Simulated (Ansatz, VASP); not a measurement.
**One calculation of BaTiO3, two programs**

INCAR

```
ALGO = Normal ; EDIFF = 1E-7
ENCUT = 520 ; GGA = PE
ISIF = 2 ; ISMEAR = -1
LASPH = T ; LCHARG = F
LREAL = F ; LWAVE = F
NBANDS = 28 ; NELM = 60
PREC = Accurate ; SIGMA = 0.05
```

KPOINTS

```
k-points
0
Gamma
  7 7 7
```

File POSCAR:

```
BaTiO3
1.0
    4.0325305745      0.0000000000      0.0000000000
    0.0000000000      4.0325305745      0.0000000000
    0.0000000000      0.0000000000      4.0325305745
Ba Ti O
1 1 3
Direct
    0.5000000000      0.5000000000      0.5000000000
    0.0000000000      0.0000000000      0.0000000000
    0.0000000000      0.0000000000      0.5000000000
    0.0000000000      0.5000000000      0.0000000000
    0.5000000000      0.0000000000      0.0000000000
```

The input input.yaml:

```yaml
crystal:
  lattice:
    - [4.0325305745, 0.0, 0.0]
    - [0.0, 4.0325305745, 0.0]
    - [0.0, 0.0, 4.0325305745]
  atoms:
    - { symbol: Ba, position: [0.5, 0.5, 0.5] }
    - { symbol: Ti, position: [0.0, 0.0, 0.0] }
    - { symbol: O, position: [0.0, 0.0, 0.5] }
    - { symbol: O, position: [0.0, 0.5, 0.0] }
    - { symbol: O, position: [0.5, 0.0, 0.0] }
kpoints:
  mp_grid: { grid: [7, 7, 7] }
scf:
  occupations: { method: fermi_dirac, width: 0.05 }
hamiltonian:
  xc: pbe
  pseudopotentials: { kind: all_electron, lapw: { basis_error: 0.001 } }
output:
  forces: true
  stress: true
  eigenvalues: true
```

Change from the starting cell: volume scaled by 1.02.

Alike in both runs: task single point; functional PBE; k mesh 7 × 7 × 7; occupations fermi-dirac, width 0.05 eV; no spin polarisation.

|  | VASP | Ansatz |
| --- | --- | --- |
| version | VASP 6.6.1 | Ansatz 0.2.0 |
| potentials or method | VASP PAW PBE potentials, release 64 (Ba_sv, Ti_sv, O), cutoff 520 eV | all-electron LAPW, scalar-relativistic |

|  | VASP | Ansatz | Ansatz less VASP |
| --- | --- | --- | --- |
| gap on the k mesh at the Fermi level (eV) | 1.76 | 1.82 | +0.058 |
| least direct gap on the mesh (eV) | 1.87 | 1.89 | +0.021 |
| pressure (GPa) | 0.1 | -1.6 | -1.65 |

Ansatz ran all-electron here, and VASP with PAW potentials.

Neither program's run includes spin-orbit coupling.
